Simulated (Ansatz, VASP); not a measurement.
# Two plane-wave programs on W

```xyz
4
Lattice="2.8782 0.0000 0.0000 0.0000 4.9825 0.0000 0.0000 0.0000 5.0438" Properties=species:S:1:pos:R:3 pbc="T T T"
W     2.2829    2.8060    1.2610
W     0.5953    0.3147    1.2610
W     0.5953    2.1766    3.7829
W     2.2829    4.6679    3.7829
```

Alike in both runs: task single point; functional r2SCAN; k mesh 8 × 5 × 5; no spin polarisation.

|  | VASP | Ansatz |
| --- | --- | --- |
| version | VASP 6.6.1 | Ansatz 0.2.0 |
| potentials or method | VASP PAW PBE potentials, release 64 (W_sv), cutoff 520 eV | plane waves, PAW |
| occupations | methfessel-paxton of order 1, width 0.1 eV | cold |
| valence electrons in the cell | 56 | 56 |

```csv
,VASP,Ansatz,Ansatz less VASP
pressure (GPa),-22.6,-23.3,-0.68
"traceless stress, the component that is largest in VASP (GPa)",3.29,3.16,-0.138
```

VASP's potentials were made for PBE, not for r2SCAN.

Neither program's run includes spin-orbit coupling.
